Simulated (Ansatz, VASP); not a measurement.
**One calculation of BaF2, two programs**

Contents of POSCAR:

```
BaF2
1.0
    0.0000000000      3.0660723886      3.0660723886
    3.0660723886      0.0000000000      3.0660723886
    3.0660723886      3.0660723886      0.0000000000
Ba F
1 2
Direct
    0.0000000000      0.0000000000      0.0000000000
    0.2500000000      0.2500000000      0.2500000000
    0.7500000000      0.7500000000      0.7500000000
```

Contents of INCAR.step1:

```
SYSTEM = BaF2
ALGO     = Normal         ! electronic algorithm
EDIFF    = 1E-5           ! SCF threshold, eV
ENCUT    = 660            ! plane-wave cutoff, eV
GGA      = PE             ! functional
GGA_COMPAT= .False.      
ISMEAR   = 0              ! smearing method
LASPH    = .True.         ! aspherical terms in the spheres
LCHARG   = .False.        ! write CHGCAR
LREAL    = .False.        ! projectors in reciprocal space
LWAVE    = .True.         ! write WAVECAR
NBANDS   = 19             ! bands
NELM     = 120            ! most SCF steps
PREC     = Accurate       ! precision mode
SIGMA    = 0.02           ! smearing width, eV
```

INCAR.step2

```
SYSTEM = BaF2
ALGO     = Normal         ! electronic algorithm
EDIFF    = 1E-6           ! SCF threshold, eV
ENCUT    = 660            ! plane-wave cutoff, eV
GGA_COMPAT= .False.      
ISIF     = 2              ! what is computed and relaxed
ISMEAR   = 0              ! smearing method
ISTART   = 1            
LASPH    = .True.         ! aspherical terms in the spheres
LCHARG   = .False.        ! write CHGCAR
LMIXTAU  = .True.       
LREAL    = .False.        ! projectors in reciprocal space
LWAVE    = .False.        ! write WAVECAR
METAGGA  = R2SCAN         ! meta-GGA
NBANDS   = 19             ! bands
NELM     = 120            ! most SCF steps
PREC     = Accurate       ! precision mode
SIGMA    = 0.02           ! smearing width, eV
```

File KPOINTS:

```
k-points
0
Gamma
  6 6 6
  0 0 0
```

Input for Ansatz:

```yaml
crystal:
  lattice:
    - [0.0, 3.0660723886, 3.0660723886]
    - [3.0660723886, 0.0, 3.0660723886]
    - [3.0660723886, 3.0660723886, 0.0]
  atoms:
    - { symbol: Ba, position: [0.0, 0.0, 0.0] }
    - { symbol: F, position: [0.25, 0.25, 0.25] }
    - { symbol: F, position: [0.75, 0.75, 0.75] }
basis:
  ecutwfc: 500
kpoints:
  mp_grid: { grid: [6, 6, 6] }
hamiltonian:
  xc: r2scan
scf:
  occupations: { method: gaussian, width: 0.02 }
output:
  forces: true
  stress: true
  eigenvalues: true
```

Alike in both runs: task single point; functional r2SCAN; k mesh 6 × 6 × 6; occupations gaussian, width 0.02 eV; no spin polarisation.

```csv
,VASP,Ansatz
version,VASP 6.6.1,Ansatz 0.2.0
potentials or method,"VASP PAW PBE potentials, release 64 (Ba_sv, F), cutoff 660 eV","scalar-relativistic, plane waves, PAW"
valence electrons in the cell,24,24
```

```csv
,VASP,Ansatz,Ansatz less VASP
gap on the k mesh at the Fermi level (eV),7.49,7.57,+0.083
least direct gap on the mesh (eV),7.57,7.67,+0.094
pressure (GPa),3.0,2.0,-1.04
```

VASP's potentials were made for PBE, not for r2SCAN.

Neither program's run includes spin-orbit coupling.
